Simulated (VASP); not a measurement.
Set up this calculation in VASP 6.6.1, as the native input.

```yaml
Task: single point
Functional: PBEsol
Potentials_or_basis: VASP PAW PBE potentials, release 64 (F)
Cutoff: 600 eV
k_mesh: 22 × 22 × 20
Occupations: fermi-dirac, width 0.05 eV
Spin: no spin polarisation
Dipole_correction: no
Further_INCAR_settings: ALGO = Normal; EDIFF = 1e-06; NBANDS = 10
```

The structure of F lies in POSCAR:

```
F
1.0
    1.9079780380      0.0000000000      0.0000000000
   -0.9539890190      1.6523574508      0.0000000000
    0.0000000000      0.0000000000      1.5219679489
F
1
Direct
    0.0000000000      0.0000000000      0.0000000000
```

The input as run:

INCAR

```
PREC = Accurate ; ENCUT = 600
EDIFF = 1E-6 ; ISMEAR = -1
SIGMA = 0.05 ; LREAL = False
LASPH = True ; NELM = 120
ALGO = Normal ; ISIF = 2
LWAVE = False ; LCHARG = False
GGA = PS ; NBANDS = 10
GGA_COMPAT = False
```

KPOINTS

```
Automatic mesh
0
Gamma
  22 22 20
```

Potentials or basis: VASP PAW PBE potentials, release 64 (F).

Run with:

```console
$ cat potpaw_PBE.64/F/POTCAR > POTCAR
$ mpirun -np 1 vasp_std > vasp.out
```

Results of the run:

```
Pressure               : 289.3 GPa
Band gap on the k mesh : zero (an odd number of electrons rules out a gap without spin polarisation)
```

Caveat: the cell stands under pressure; the PAW data sets were made with another functional, which shifts forces and pressure a little; an odd number of electrons without spin polarisation forces a metal; a magnetic or distorted state may lie lower.

Run time: 13 s on 1 thread of AMD EPYC 9R14 (Zen 4) (shared host), peak memory 0.1 GiB.
